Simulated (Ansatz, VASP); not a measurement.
MoS: VASP beside Ansatz

File POSCAR:

```
MoS
1.0
    3.1903878410      0.0000000000      0.0000000000
   -1.5951939205      2.7629569182      0.0000000000
    0.0000000000      0.0000000000      6.4037196669
Mo S
2 2
Direct
    0.0000000000      0.0000000000      0.0000000000
    0.0000000000      0.0000000000      0.5000000000
    0.3333333333      0.6666666667      0.2500000000
    0.6666666667      0.3333333333      0.7500000000
```

Contents of INCAR.step1:

```
SYSTEM = MoS
  PREC = Accurate
  ENCUT = 520
  ISMEAR = 0
  SIGMA = 0.1
  LREAL = .FALSE.
  LASPH = .TRUE.
  NELM = 80
  NBANDS = 28
  GGA = PE
  ALGO = Normal
  EDIFF = 1E-4
  LWAVE = .TRUE.
  LCHARG = .FALSE.
```

File INCAR.step2:

```
SYSTEM = MoS
  PREC = Accurate
  ENCUT = 520
  EDIFF = 1E-6
  ISMEAR = 0
  SIGMA = 0.1
  LREAL = .FALSE.
  LASPH = .TRUE.
  NELM = 80
  ALGO = Normal
  ISIF = 2
  LWAVE = .FALSE.
  LCHARG = .FALSE.
  METAGGA = R2SCAN
  LMIXTAU = .TRUE.
  NBANDS = 28
  ISTART = 1
```

File KPOINTS:

```
Automatic mesh
0
G
  18 18 8
  0 0 0
```

Input for Ansatz:

```yaml
crystal:
  lattice:
    - [3.190387841, 0.0, 0.0]
    - [-1.5951939205, 2.7629569182, 0.0]
    - [0.0, 0.0, 6.4037196669]
  atoms:
    - { symbol: Mo, position: [0.0, 0.0, 0.0] }
    - { symbol: Mo, position: [0.0, 0.0, 0.5] }
    - { symbol: S, position: [0.3333333333, 0.6666666667, 0.25] }
    - { symbol: S, position: [0.6666666667, 0.3333333333, 0.75] }
basis:
  ecutwfc: 500
kpoints:
  mp_grid: { grid: [18, 18, 8] }
hamiltonian:
  xc: r2scan
scf:
  occupations: { method: gaussian, width: 0.1 }
  lower_state_search: "off"
output:
  forces: true
  stress: true
  eigenvalues: true
  write_density: true
  write_potential: true
  elf: true
  volumetric_format: npy
```

Alike in both runs: task single point; functional r2SCAN; k mesh 18 × 18 × 8; occupations gaussian, width 0.1 eV; no spin polarisation.

|  | VASP | Ansatz |
| --- | --- | --- |
| version | VASP 6.6.1 | Ansatz 0.2.0 |
| potentials or method | VASP PAW PBE potentials, release 64 (Mo_sv, S), cutoff 520 eV | scalar-relativistic, plane waves, PAW |
| valence electrons in the cell | 40 | 40 |

|  | VASP | Ansatz | Ansatz less VASP |
| --- | --- | --- | --- |
| gap on the k mesh at the Fermi level (eV) | none | none | - |
| pressure (GPa) | 6.6 | 6.2 | -0.37 |
| traceless stress, the component that is largest in VASP (GPa) | -0.92 | -1.10 | -0.178 |

VASP's potentials were made for PBE, not for r2SCAN. A gap of «none» marks a metal or a gap that the smearing closes. The functional is the same, so the differences come from potentials, cutoffs and numerics.
